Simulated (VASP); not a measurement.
# Te (R-3m) in VASP: further runs

The runs below take Te through relaxation of cell and atoms, single point, with PBEsol+D4, PBEsol.

Everything below comes from runs of VASP 6.6.1. Logs are shortened: lines on timing, memory, paths and dates and some standing lists are left out, and cuts for length are marked.

**1. The cell of the first run**

It takes space group R-3m (No. 166, trigonal). The conventional cell has a = 4.612 Å, b = 4.612 Å, c = 5.073 Å, α = 90.00°, β = 90.00°, γ = 120.00°. Within 4.2 Å of Te (site symmetry -3m) lie 6 Te at 3.15 Å.

**2. Relaxation of cell and atoms, PBEsol+D4**

INCAR reads:

```
SYSTEM = Te
ALGO     = Normal         ! electronic algorithm
EDIFF    = 1E-6           ! SCF threshold, eV
EDIFFG   = -0.01          ! ionic threshold
ENCUT    = 600            ! plane-wave cutoff, eV
GGA      = PS             ! functional
IBRION   = 2              ! ionic algorithm
ISIF     = 3              ! what is computed and relaxed
ISMEAR   = -1             ! smearing method
IVDW     = 13             ! dispersion correction
LASPH    = .TRUE.         ! aspherical terms in the spheres
LCHARG   = .FALSE.        ! write CHGCAR
LREAL    = .FALSE.        ! projectors in reciprocal space
LWAVE    = .FALSE.        ! write WAVECAR
NELM     = 80             ! most SCF steps
NSW      = 60             ! ionic steps
PREC     = Accurate       ! precision mode
SIGMA    = 0.05           ! smearing width, eV
```

KPOINTS reads:

```
k-points
0
G
  9 9 9
  0 0 0
```

POSCAR reads:

```
Te
1.0
    2.3059043427      1.3313144930      1.6909537039
   -2.3059043427      1.3313144930      1.6909537039
    0.0000000000     -2.6626289860      1.6909537039
Te
1
Direct
    0.5000000000      0.5000000000      0.5000000000
```

Potentials or basis: VASP PAW PBE potentials, release 64 (Te).

Run with:

```sh
> cat potpaw_PBE.64/Te/POTCAR > POTCAR
> mpirun -np 1 vasp_std > vasp.out
```

OUTCAR:

```text
SYSTEM = Te
   EDIFF = 1E-6
   EDIFFG = -0.01
   ENCUT = 600
   GGA = PS
   IBRION = 2
   ISIF = 3
   ISMEAR = -1
   IVDW = 13
   LASPH = .TRUE.
   LREAL = .FALSE.
   NELM = 80
   NSW = 60
   PREC = Accurate

 ion  position               nearest neighbor table
   1  0.500  0.500  0.500-

  LATTYP: Found a trigonal (rhomboedric) cell.
 ALAT       =     3.1541904739
 COS(alpha) =    -0.0688991668

  Lattice vectors:

 A1 = (   2.3059043427,   1.3313144930,   1.6909537039)
 A2 = (  -2.3059043427,   1.3313144930,   1.6909537039)
 A3 = (   0.0000000000,  -2.6626289860,   1.6909537039)

Analysis of symmetry for initial positions (statically):
=====================================================================
 Subroutine PRICEL returns:
 Original cell was already a primitive cell.

 Routine SETGRP: Setting up the symmetry group for a
 trigonal (rhombohedral) supercell.

 Subroutine GETGRP returns: Found 12 space group operations
 (whereof 12 operations were pure point group operations)
 out of a pool of 12 trial point group operations.

The static configuration has the point symmetry D_3d.

Analysis of symmetry for dynamics (positions and initial velocities):
=====================================================================
 Subroutine PRICEL returns:
 Original cell was already a primitive cell.

 Routine SETGRP: Setting up the symmetry group for a
 trigonal (rhombohedral) supercell.

 Subroutine GETGRP returns: Found 12 space group operations
 (whereof 12 operations were pure point group operations)
 out of a pool of 12 trial point group operations.

The dynamic configuration has the point symmetry D_3d.

 Subroutine INISYM returns: Found 12 space group operations
 (whereof 12 operations are pure point group operations),
 and found     1 'primitive' translations

----------------------------------------------------------------------------------------

                                     Primitive cell

  volume of cell :      31.1462

  direct lattice vectors                    reciprocal lattice vectors
     2.305904343  1.331314493  1.690953704     0.216834667  0.125189553  0.197127415
    -2.305904343  1.331314493  1.690953704    -0.216834667  0.125189553  0.197127415
     0.000000000 -2.662628986  1.690953704     0.000000000 -0.250379107  0.197127415

  length of vectors
     3.154190474  3.154190474  3.154190474     0.318667405  0.318667405  0.318667405

  position of ions in fractional coordinates (direct lattice)
     0.500000000  0.500000000  0.500000000

  ion indices of the primitive-cell ions
   primitive index   ion index
                 1           1

----------------------------------------------------------------------------------------

 KPOINTS: k-points

Automatic generation of k-mesh.
 Grid dimensions read from file:
 generate k-points for:    9    9    9

 Generating k-lattice:

  Cartesian coordinates                     Fractional coordinates (reciprocal lattice)
     0.024092741  0.013909950  0.021903046     0.111111111  0.000000000  0.000000000
    -0.024092741  0.013909950  0.021903046     0.000000000  0.111111111  0.000000000
     0.000000000 -0.027819901  0.021903046     0.000000000  0.000000000  0.111111111

  Length of vectors
     0.035407489  0.035407489  0.035407489

  Shift w.r.t. Gamma in fractional coordinates (k-lattice)
     0.000000000  0.000000000  0.000000000

 Subroutine IBZKPT returns following result:
 ===========================================

 Found     85 irreducible k-points:

 Following reciprocal coordinates:
            Coordinates               Weight
  0.000000  0.000000  0.000000      1.000000
  0.111111  0.000000  0.000000      6.000000
  0.222222  0.000000  0.000000      6.000000
  0.333333  0.000000  0.000000      6.000000
  0.444444  0.000000  0.000000      6.000000
  0.111111  0.111111  0.000000      6.000000
[... 16 lines left out ...]
 -0.333333  0.333333  0.000000      6.000000
  0.444444  0.444444  0.000000      6.000000
 [... further k-points ...]
   k-points           NKPTS =     85   k-points in BZ     NKDIM =     85   number of bands    NBANDS=      7
   number of dos      NEDOS =    301   number of ions     NIONS =      1
   total plane-waves  NPLWV =  21952
   dimension x,y,z NGX =    28 NGY =   28 NGZ =   28
   dimension x,y,z NGXF=    56 NGYF=   56 NGZF=   56
   ions per type =               1
   NGX,Y,Z   is equivalent  to a cutoff of  14.76, 14.76, 14.76 a.u.
   NGXF,Y,Z  is equivalent  to a cutoff of  29.52, 29.52, 29.52 a.u.
 SYSTEM =  Te
   PREC   = accura    normal or accurate (medium, high low for compatibility)
   ISTART =      0    job   : 0-new  1-cont  2-samecut
   ICHARG =      2    charge: 1-file 2-atom 10-const
   ISPIN  =      1    spin polarized calculation?
   LNONCOLLINEAR =      F non collinear calculations
   LSORBIT =      F    spin-orbit coupling
   LASPH  =      T    aspherical Exc in radial PAW
   ENCUT  =  600.0 eV  44.10 Ry    6.64 a.u.   6.30  6.30  6.30*2*pi/ulx,y,z
   NELM   =     80;   NELMIN=  2; NELMDL= -5     # of ELM steps
   EDIFF  = 0.1E-05   stopping-criterion for ELM
   LREAL  =      F    real-space projection
   EDIFFG = -.1E-01   stopping-criterion for IOM
   NSW    =     60    number of steps for IOM
   IBRION =      2    ionic relax: 0-MD 1-quasi-New 2-CG
   NFREE  =      1    steps in history (QN), initial steepest desc. (CG)
   ISIF   =      3    stress and relaxation
   ISYM   =      2    0-nonsym 1-usesym 2-fastsym
   POTIM  = 0.5000    time-step for ionic-motion
   TEBEG  =    0.0;   TEEND  =   0.0 temperature during run
   PSTRESS=    0.0 pullay stress
   NELECT =       6.0000    total number of electrons
   NUPDOWN=      -1.0000    fix difference up-down
   EMIN   =  10.00;   EMAX   =-10.00  energy-range for DOS
   EFERMI =   0.00;   METHOD = LEGACY
   ISMEAR =    -1;   SIGMA  =   0.05  broadening in eV -4-tet -1-fermi 0-gaus
   EFERMI_NEDOS =   21; number of points for ismear=-14 and -15
   IALGO  =     38    algorithm
   IMIX   =      4    mixing-type and parameters
     AMIX     =   0.40;   BMIX     =  1.00
     AMIX_MAG =   1.60;   BMIX_MAG =  1.00
  volume/ion in A,a.u.               =      31.15       210.18
  Fermi-wavevector in a.u.,A,eV,Ry     =   0.945490  1.786717 12.162947  0.893951
  Thomas-Fermi vector in A             =   2.073397
   LORBIT       =      0    0 simple, 1 ext, 2 COOP (PROOUT), +10 PAW based schemes
   GGA     = PS    functional components
   LHFCALC =     F    Hartree Fock is set to
   AEXX    =    0.0000 exact exchange contribution
   IVDW    =    13    specifies the selected vdW correction
   LEPSILON=     F    determine dielectric tensor
   LRPA    =     F    only Hartree local field effects (RPA)
 conjugate gradient relaxation of ions
 non-spin polarized calculation
  energy-cutoff  :      600.00
  volume of cell :       31.15
 maximum number of plane-waves:      1069
 NGX is ok and might be reduce to    28
   NGX = 13   NGY = 13   NGZ = 13

--------------------------------------- Ionic step        1  -------------------------------------------

 number of electron       5.9999999 magnetization

 Free energy of the ion-electron system (eV)
  ---------------------------------------------------
  ext. energy  EPLUGINS =         0.00000000
  ---------------------------------------------------
  free energy    TOTEN  =        -3.50515440 eV

  energy without entropy =       -3.49975940  energy(sigma->0) =       -3.50245690

------------------------ aborting loop because EDIFF is reached ----------------------------------------

  DFT-D4 for vdW energy calculation

  Edisp (eV):   -0.29587

  FORCE on cell =-STRESS in cart. coord.  units (eV):
  Direction    XX          YY          ZZ          XY          YZ          ZX
  --------------------------------------------------------------------------------------
  -------------------------------------------------------------------------------------
  Total      -0.29739    -0.29739    -0.26637    -0.00000     0.00000     0.00000
  in kB     -15.29767   -15.29767   -13.70197    -0.00000     0.00000     0.00000
  external pressure =      -14.77 kB  Pullay stress =        0.00 kB
[... 94 lines left out ...]
  FREE ENERGIE OF THE ION-ELECTRON SYSTEM (eV)
  ---------------------------------------------------
  free  energy   TOTEN  =        -3.8047063624 eV

  energy  without entropy=       -3.7992588354  energy(sigma->0) =       -3.80198260

[... ionic steps 4 to 7 ...]

--------------------------------------- Ionic step        8  -------------------------------------------

 number of electron       6.0000000 magnetization

------------------------ aborting loop because EDIFF is reached ----------------------------------------

  DFT-D4 for vdW energy calculation

  Edisp (eV):   -0.30530
[... 67 lines left out ...]
  energy  without entropy=       -3.8004644100  energy(sigma->0) =       -3.80291525

--------------------------------------- Ionic step       10  -------------------------------------------

 number of electron       6.0000000 magnetization

 Free energy of the ion-electron system (eV)
  ---------------------------------------------------
  ext. energy  EPLUGINS =         0.00000000
  ---------------------------------------------------
  free energy    TOTEN  =        -3.50071606 eV

  energy without entropy =       -3.49581418  energy(sigma->0) =       -3.49826512

 E-fermi :   7.3483     XC(G=0):  -9.7887

 val. band max:        7.3007212527   @ k =   0.2222   0.1111   0.0000
 cond. band min:       7.3645862015   @ k =  -0.3333   0.4444   0.2222
 fundamental gap:      0.0638649488
 Fermi energy:         7.3483161859

 k-point     1 :       0.0000    0.0000    0.0000
  band No.  band energies     occupation
      1      -6.8574      2.00000
      2       8.3199      0.00000
      3       8.9335      0.00000
      4       8.9335      0.00000
      5      13.4645      0.00000
      6      13.4645      0.00000
      7      14.0939      0.00000
[... 221 lines left out ...]
 k-point    24 :       0.4444    0.4444    0.0000
  band No.  band energies     occupation
      1      -3.0527      2.00000
      2       2.2008      2.00000
      3       3.0930      2.00000
      4       9.6175      0.00000
      5      11.3033      0.00000
      6      17.5472      0.00000
      7      19.4320      0.00000

 [... further k-points ...]

------------------------ aborting loop because EDIFF is reached ----------------------------------------

  DFT-D4 for vdW energy calculation

  Edisp (eV):   -0.30465

  FORCE on cell =-STRESS in cart. coord.  units (eV):
  Direction    XX          YY          ZZ          XY          YZ          ZX
  --------------------------------------------------------------------------------------
  -------------------------------------------------------------------------------------
  Total      -0.00691    -0.00691     0.00295    -0.00000     0.00000     0.00000
  in kB      -0.36692    -0.36692     0.15681    -0.00000     0.00000     0.00000
  external pressure =       -0.19 kB  Pullay stress =        0.00 kB
[... 16 lines left out ...]
  FREE ENERGIE OF THE ION-ELECTRON SYSTEM (eV)
  ---------------------------------------------------
  free  energy   TOTEN  =        -3.8053692849 eV

  energy  without entropy=       -3.8004674084  energy(sigma->0) =       -3.80291835

 reached required accuracy - stopping structural energy minimisation
```

Run time: 43 s. Hardware: 1 thread of Intel Xeon 6975P-C (Granite Rapids), shared host; peak memory 0.18 GiB.

What came out:

```yaml
Free_energy: -3.8054 eV
Relaxed_volume: 30.19 Å³/atom
Relaxed_cell: a = 3.127 Å, b = 3.127 Å, c = 3.127 Å, α = 95.09°, β = 95.09°, γ = 95.09°
Space_group_after_relaxing_to_0.05_Å: R-3m (No. 166)
Energy_gained_by_relaxing: 4.3 meV/atom
Ionic_steps: 10
Pressure_after_relaxing: 0.0 GPa
Band_gap_on_the_k_mesh: zero (band 3 reaches 9.79 eV, above the bottom of band 4 at 4.87 eV)
Dispersion_energy_per_atom: -0.305 eV
```

The path:
| step | energy change (eV) | largest force (eV/Å) | pressure (GPa) | volume (Å³) |
| --- | --- | --- | --- | --- |
| 1 | 0.0000 | 0.0000 | -1.48 | 31.15 |
| 2 | -0.0020 | 0.0000 | 1.06 | 29.87 |
| 3 | -0.0037 | 0.0000 | 0.01 | 30.37 |
| 4 | -0.0037 | 0.0000 | -0.03 | 30.39 |
| 5 | -0.0037 | 0.0000 | -0.03 | 30.37 |
| 6 | -0.0039 | 0.0000 | -0.03 | 30.34 |
| 7 | -0.0043 | 0.0000 | -0.02 | 30.27 |
| 8 | -0.0042 | 0.0000 | 0.00 | 30.12 |
| 9 | -0.0043 | 0.0000 | -0.04 | 30.22 |
| 10 | -0.0043 | 0.0000 | -0.02 | 30.19 |

Final structure:
```xyz
1
Lattice="2.3070 1.3319 1.6374 -2.3070 1.3319 1.6374 0.0000 -2.6638 1.6374" Properties=species:S:1:pos:R:3 pbc="T T T"
Te    0.0000    0.0000    2.4561
```

Caveat: the PAW data sets were made with another functional, which shifts forces and pressure a little; spin-orbit coupling is left out, which moves the levels of the heavy elements; pairwise dispersion overbinds metals, which lowers pressure and volume.

**3. Single point, PBEsol, non-collinear spin, zero start, spin-orbit coupling**

INCAR reads:

```
SYSTEM = Te
ALGO = Normal ; EDIFF = 1E-6
ENCUT = 520 ; GGA = PS
GGA_COMPAT = .False. ; ISIF = 2
ISMEAR = -1 ; LASPH = .True.
LCHARG = .True. ; LORBIT = 11
LORBMOM = .True. ; LREAL = .False.
LSORBIT = .True. ; LVHAR = .True.
LWAVE = .False. ; MAGMOM = 0 0 0
NBANDS = 17 ; NELM = 150
PREC = Accurate ; SIGMA = 0.05
```

KPOINTS reads:

```
k-points
0
Gamma
  9 9 9
  0 0 0
```

POSCAR is that of step 2.

Potentials or basis: VASP PAW PBE potentials, release 64 (Te).

Run with:

```sh
> cat potpaw_PBE.64/Te/POTCAR > POTCAR
> mpirun -np 1 vasp_ncl > vasp.out
```

It took 24 s on 1 thread of Intel Xeon 6975P-C (Granite Rapids), shared host; peak memory 0.23 GiB.

The run converged. Its results:

```yaml
Free_energy: -3.6262 eV
Pressure: 0.3 GPa
Net_moment: 0.00 μB per cell
Valence_electrons_inside_the_program's_atomic_spheres: Te 3.27
```

Moments on the atoms (μB; x, y, z):
```
Te  0.00 0.00 0.00
```

Caveat: the PAW data sets were made with another functional, which shifts forces and pressure a little.

[end of part 1 of 2]
